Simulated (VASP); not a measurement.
# CsCl (Pm-3m) in VASP: notebook

CsCl is run at these levels: PBE; tasks: single point.

Program: VASP 6.6.1. These are calculated values, not measurements. Logs are shortened: lines on timing, memory, paths and dates and some standing lists are left out, and cuts for length are marked.

## 1. The cell of the first run

Symmetry: Pm-3m, No. 221, cubic system. Conventional cell: a = 4.141 Å, b = 4.141 Å, c = 4.141 Å, α = 90.00°, β = 90.00°, γ = 90.00°. Within 4.7 Å of Cs (site symmetry m-3m) lie 8 Cl at 3.59 Å and 6 Cs at 4.14 Å. Within 4.7 Å of Cl (site symmetry m-3m) lie 8 Cs at 3.59 Å and 6 Cl at 4.14 Å.

## 2. Single point, PBE

Input file INCAR:

```
SYSTEM = CsCl
PREC = Accurate
ENCUT = 500
EDIFF = 1E-6
ISMEAR = 0
SIGMA = 0.01
LREAL = .False.
LASPH = .True.
NELM = 120
ALGO = Normal
ISIF = 2
LWAVE = .False.
LCHARG = .False.
GGA = PE
NBANDS = 15
GGA_COMPAT = .False.
```

Input file KPOINTS:

```
Automatic mesh
0
Gamma
  2 2 2
  0 0 0
```

Input file POSCAR:

```
CsCl
1.0
    4.1406758997      0.0000000000      0.0000000000
    0.0000000000      4.1406758997      0.0000000000
    0.0000000000      0.0000000000      4.1406758997
Cs Cl
1 1
Direct
    0.0000000000      0.0000000000      0.0000000000
    0.5000000000      0.5000000000      0.5000000000
```

Potentials or basis: VASP PAW PBE potentials, release 64 (Cs_sv, Cl).

The run is started by

```bash
> cat potpaw_PBE.64/Cs_sv/POTCAR potpaw_PBE.64/Cl/POTCAR > POTCAR
> mpirun -np 1 vasp_std > vasp.out
```

OUTCAR:

```text
SYSTEM = CsCl
   PREC = Accurate
   ENCUT = 500
   EDIFF = 1E-6
   ISMEAR = 0
   LREAL = .False.
   LASPH = .True.
   NELM = 120
   ISIF = 2
   GGA = PE

 ion  position               nearest neighbor table
   1  0.000  0.000  0.000-
   2  0.500  0.500  0.500-

  LATTYP: Found a simple cubic cell.
 ALAT       =     4.1406758997

  Lattice vectors:

 A1 = (   4.1406758997,   0.0000000000,   0.0000000000)
 A2 = (   0.0000000000,   4.1406758997,   0.0000000000)
 A3 = (   0.0000000000,   0.0000000000,   4.1406758997)

Analysis of symmetry for initial positions (statically):
=====================================================================
 Subroutine PRICEL returns:
 Original cell was already a primitive cell.

 Routine SETGRP: Setting up the symmetry group for a
 simple cubic supercell.

 Subroutine GETGRP returns: Found 48 space group operations
 (whereof 48 operations were pure point group operations)
 out of a pool of 48 trial point group operations.

The static configuration has the point symmetry O_h .

Analysis of symmetry for dynamics (positions and initial velocities):
=====================================================================
 Subroutine PRICEL returns:
 Original cell was already a primitive cell.

 Routine SETGRP: Setting up the symmetry group for a
 simple cubic supercell.

 Subroutine GETGRP returns: Found 48 space group operations
 (whereof 48 operations were pure point group operations)
 out of a pool of 48 trial point group operations.

The dynamic configuration has the point symmetry O_h .

 Subroutine INISYM returns: Found 48 space group operations
 (whereof 48 operations are pure point group operations),
 and found     1 'primitive' translations

----------------------------------------------------------------------------------------

                                     Primitive cell

  volume of cell :      70.9927

  direct lattice vectors                    reciprocal lattice vectors
     4.140675900  0.000000000  0.000000000     0.241506465  0.000000000  0.000000000
     0.000000000  4.140675900  0.000000000     0.000000000  0.241506465  0.000000000
     0.000000000  0.000000000  4.140675900     0.000000000  0.000000000  0.241506465

  length of vectors
     4.140675900  4.140675900  4.140675900     0.241506465  0.241506465  0.241506465

  position of ions in fractional coordinates (direct lattice)
     0.000000000  0.000000000  0.000000000
     0.500000000  0.500000000  0.500000000

  ion indices of the primitive-cell ions
   primitive index   ion index
                 1           1
                 2           2

----------------------------------------------------------------------------------------

 KPOINTS: Automatic mesh

Automatic generation of k-mesh.
 Grid dimensions read from file:
 generate k-points for:    2    2    2

 Generating k-lattice:

  Cartesian coordinates                     Fractional coordinates (reciprocal lattice)
     0.120753233  0.000000000  0.000000000     0.500000000  0.000000000  0.000000000
     0.000000000  0.120753233  0.000000000     0.000000000  0.500000000  0.000000000
     0.000000000  0.000000000  0.120753233     0.000000000  0.000000000  0.500000000

  Length of vectors
     0.120753233  0.120753233  0.120753233

  Shift w.r.t. Gamma in fractional coordinates (k-lattice)
     0.000000000  0.000000000  0.000000000

 Subroutine IBZKPT returns following result:
 ===========================================

 Found      4 irreducible k-points:

 Following reciprocal coordinates:
            Coordinates               Weight
  0.000000  0.000000  0.000000      1.000000
  0.500000  0.000000  0.000000      3.000000
  0.500000  0.500000  0.000000      3.000000
  0.500000  0.500000  0.500000      1.000000
   k-points           NKPTS =      4   k-points in BZ     NKDIM =      4   number of bands    NBANDS=     15
   number of dos      NEDOS =    301   number of ions     NIONS =      2
   total plane-waves  NPLWV =  27000
   dimension x,y,z NGX =    30 NGY =   30 NGZ =   30
   dimension x,y,z NGXF=    60 NGYF=   60 NGZF=   60
   ions per type =               1   1
   NGX,Y,Z   is equivalent  to a cutoff of  12.04, 12.04, 12.04 a.u.
   NGXF,Y,Z  is equivalent  to a cutoff of  24.09, 24.09, 24.09 a.u.
 SYSTEM =  CsCl
   PREC   = accura    normal or accurate (medium, high low for compatibility)
   ISTART =      0    job   : 0-new  1-cont  2-samecut
   ICHARG =      2    charge: 1-file 2-atom 10-const
   ISPIN  =      1    spin polarized calculation?
   LNONCOLLINEAR =      F non collinear calculations
   LSORBIT =      F    spin-orbit coupling
   LASPH  =      T    aspherical Exc in radial PAW
   ENCUT  =  500.0 eV  36.75 Ry    6.06 a.u.   7.55  7.55  7.55*2*pi/ulx,y,z
   NELM   =    120;   NELMIN=  2; NELMDL= -5     # of ELM steps
   EDIFF  = 0.1E-05   stopping-criterion for ELM
   LREAL  =      F    real-space projection
   EDIFFG = 0.1E-04   stopping-criterion for IOM
   NSW    =      0    number of steps for IOM
   IBRION =     -1    ionic relax: 0-MD 1-quasi-New 2-CG
   NFREE  =      0    steps in history (QN), initial steepest desc. (CG)
   ISIF   =      2    stress and relaxation
   ISYM   =      2    0-nonsym 1-usesym 2-fastsym
   POTIM  = 0.5000    time-step for ionic-motion
   TEBEG  =    0.0;   TEEND  =   0.0 temperature during run
   PSTRESS=    0.0 pullay stress
   NELECT =      16.0000    total number of electrons
   NUPDOWN=      -1.0000    fix difference up-down
   EMIN   =  10.00;   EMAX   =-10.00  energy-range for DOS
   EFERMI =   0.00;   METHOD = LEGACY
   ISMEAR =     0;   SIGMA  =   0.01  broadening in eV -4-tet -1-fermi 0-gaus
   EFERMI_NEDOS =   21; number of points for ismear=-14 and -15
   IALGO  =     38    algorithm
   IMIX   =      4    mixing-type and parameters
     AMIX     =   0.40;   BMIX     =  1.00
     AMIX_MAG =   1.60;   BMIX_MAG =  1.00
  volume/ion in A,a.u.               =      35.50       239.54
  Fermi-wavevector in a.u.,A,eV,Ry     =   0.996270  1.882677 13.504508  0.992553
  Thomas-Fermi vector in A             =   2.128347
   LORBIT       =      0    0 simple, 1 ext, 2 COOP (PROOUT), +10 PAW based schemes
   GGA     = PE    functional components
   LHFCALC =     F    Hartree Fock is set to
   AEXX    =    0.0000 exact exchange contribution
   IVDW    =     0    specifies the selected vdW correction
   LEPSILON=     F    determine dielectric tensor
   LRPA    =     F    only Hartree local field effects (RPA)
 non-spin polarized calculation
 Gauss-broadening in eV      SIGMA  =   0.01
  energy-cutoff  :      500.00
  volume of cell :       70.99
 maximum number of plane-waves:      1856
   NGX = 15   NGY = 15   NGZ = 15

 number of electron      15.9999997 magnetization

 Free energy of the ion-electron system (eV)
  ---------------------------------------------------
  ext. energy  EPLUGINS =         0.00000000
  ---------------------------------------------------
  free energy    TOTEN  =        -6.41024260 eV

  energy without entropy =       -6.41024260  energy(sigma->0) =       -6.41024260

 E-fermi :  -0.2257     XC(G=0):  -8.1758

 val. band max:       -0.3169142443   @ k =   0.0000   0.0000   0.0000
 cond. band min:       4.8504486738   @ k =   0.0000   0.0000   0.0000
 fundamental gap:      5.1673629181
 Fermi energy:        -0.2256576499

 k-point     1 :       0.0000    0.0000    0.0000
  band No.  band energies     occupation
      1     -19.7749      2.00000
      2     -12.4639      2.00000
      3      -6.2739      2.00000
      4      -6.2739      2.00000
      5      -6.2739      2.00000
      6      -0.3169      2.00000
      7      -0.3169      2.00000
      8      -0.3169      2.00000
      9       4.8504      0.00000
     10       5.0394      0.00000
     11       5.0394      0.00000
     12       9.6024      0.00000
     13       9.6024      0.00000
     14       9.6024      0.00000
     15      12.8117      0.00000

 k-point     2 :       0.5000    0.0000    0.0000
  band No.  band energies     occupation
      1     -19.6973      2.00000
      2     -12.5059      2.00000
      3      -6.7881      2.00000
      4      -6.1397      2.00000
      5      -6.1397      2.00000
      6      -1.4659      2.00000
      7      -0.5435      2.00000
      8      -0.5435      2.00000
      9       6.0321      0.00000
     10       7.1946      0.00000
     11       8.4577      0.00000
     12       8.9302      0.00000
     13       9.0783      0.00000
     14       9.0783      0.00000
     15      10.3873      0.00000

 k-point     3 :       0.5000    0.5000    0.0000
  band No.  band energies     occupation
      1     -19.6309      2.00000
      2     -12.3781      2.00000
      3      -7.0161      2.00000
      4      -7.0161      2.00000
      5      -6.0557      2.00000
      6      -0.7450      2.00000
      7      -0.7450      2.00000
      8      -0.3650      2.00000
      9       5.5685      0.00000
     10       5.6542      0.00000
     11       7.5920      0.00000
     12       7.5920      0.00000
     13      11.4946      0.00000
     14      11.4946      0.00000
     15      11.7519      0.00000

 k-point     4 :       0.5000    0.5000    0.5000
  band No.  band energies     occupation
      1     -19.5684      2.00000
      2     -12.3000      2.00000
      3      -6.7905      2.00000
      4      -6.7905      2.00000
      5      -6.7905      2.00000
      6      -1.3887      2.00000
      7      -1.3887      2.00000
      8      -1.3887      2.00000
      9       8.0847      0.00000
     10       8.0847      0.00000
     11       8.0847      0.00000
     12      10.0970      0.00000
     13      10.0970      0.00000
     14      10.0970      0.00000
     15      11.9650      0.00000

------------------------ aborting loop because EDIFF is reached ----------------------------------------

  FORCE on cell =-STRESS in cart. coord.  units (eV):
  Direction    XX          YY          ZZ          XY          YZ          ZX
  --------------------------------------------------------------------------------------
  -------------------------------------------------------------------------------------
  Total        0.7205653      0.7205653      0.7205653      0.0000000      0.0000000      0.0000000
  in kB       16.2618598     16.2618598     16.2618598      0.0000000      0.0000000      0.0000000
  external PRESSURE =      16.2618598 kB  Pullay stress =       0.0000000 kB

 VOLUME and BASIS-vectors are now :
 -----------------------------------------------------------------------------
  energy-cutoff  :      500.00
  volume of cell :       70.99
      direct lattice vectors                 reciprocal lattice vectors
     4.140675900  0.000000000  0.000000000     0.241506465  0.000000000  0.000000000
     0.000000000  4.140675900  0.000000000     0.000000000  0.241506465  0.000000000
     0.000000000  0.000000000  4.140675900     0.000000000  0.000000000  0.241506465

 POSITION                                       TOTAL-FORCE (eV/Angst)
 -----------------------------------------------------------------------------------
      0.00000      0.00000      0.00000         0.000000      0.000000      0.000000
      2.07034      2.07034      2.07034         0.000000      0.000000      0.000000
 -----------------------------------------------------------------------------------
    total drift:                                0.000000      0.000000      0.000000

  FREE ENERGIE OF THE ION-ELECTRON SYSTEM (eV)
  ---------------------------------------------------
  free  energy   TOTEN  =        -6.4102426024 eV

  energy  without entropy=       -6.4102426024  energy(sigma->0) =       -6.41024260
```

It took 4.4 s on 1 thread of Intel Xeon Platinum 8488C (Sapphire Rapids), shared host; peak memory 0.16 GiB.

Results:

* Free energy: -6.4102 eV
* Pressure: 1.6 GPa
* Band gap on the k mesh: 5.17 eV

Levels at points of the mesh, in eV from the valence-band top:
| k point | band 5 | band 6 | band 7 | band 8 | band 9 | band 10 | band 11 | band 12 |
| --- | --- | --- | --- | --- | --- | --- | --- | --- |
| (0.00, 0.00, 0.00) | -5.96 | 0.00 | 0.00 | 0.00 | 5.17 | 5.36 | 5.36 | 9.92 |
| (0.50, 0.00, 0.00) | -5.82 | -1.15 | -0.23 | -0.23 | 6.35 | 7.51 | 8.77 | 9.25 |
| (0.50, 0.50, 0.00) | -5.74 | -0.43 | -0.43 | -0.05 | 5.89 | 5.97 | 7.91 | 7.91 |
| (0.50, 0.50, 0.50) | -6.47 | -1.07 | -1.07 | -1.07 | 8.40 | 8.40 | 8.40 | 10.41 |

Caveat: the k points lie up to 0.76 Å⁻¹ apart; spin-orbit coupling is left out, which moves the levels of the heavy elements.

[end of part 1 of 2]
